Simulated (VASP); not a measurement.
A run of VASP 6.6.1 is set up as follows.

Contents of POSCAR:

```
Ni
1.0
    0.0000000000      1.7490803739      1.7490803739
    1.7490803739      0.0000000000      1.7490803739
    1.7490803739      1.7490803739      0.0000000000
Ni
1
Direct
    0.0000000000      0.0000000000      0.0000000000
```

File INCAR.step1:

```
  PREC = Accurate
  ENCUT = 650
  ISMEAR = -1
  SIGMA = 0.05
  LREAL = False
  LASPH = True
  NELM = 200
  ISPIN = 2
  MAGMOM = 1
  LMAXMIX = 4
  NBANDS = 19
  GGA = PE
  ALGO = Normal
  EDIFF = 1E-5
  LWAVE = True
  LCHARG = False
  GGA_COMPAT = False
```

File INCAR.step2:

```
  PREC = Accurate
  ENCUT = 650
  EDIFF = 1E-6
  ISMEAR = -1
  SIGMA = 0.05
  LREAL = False
  LASPH = True
  NELM = 200
  ALGO = Normal
  ISIF = 2
  LWAVE = False
  LCHARG = False
  ISPIN = 2
  MAGMOM = 1
  LORBIT = 11
  LMAXMIX = 4
  METAGGA = R2SCAN
  LMIXTAU = True
  NBANDS = 19
  ISTART = 1
  GGA_COMPAT = False
```

KPOINTS

```
Automatic mesh
0
Gamma
  13 13 13
```

Potentials or basis: VASP PAW PBE potentials, release 64 (Ni_sv_GW).

Command:

```bash
$ cat potpaw_PBE.64/Ni_sv_GW/POTCAR > POTCAR
$ cp INCAR.step1 INCAR
$ mpirun -np 1 vasp_std > vasp.out
$ cp INCAR.step2 INCAR
$ mpirun -np 1 vasp_std > vasp.out
```

(1) What does it give for the net moment?

(2) Estimate the site moments.

Answers

(1) 0.74 μB per cell.

(2) Ni +0.81 μB.
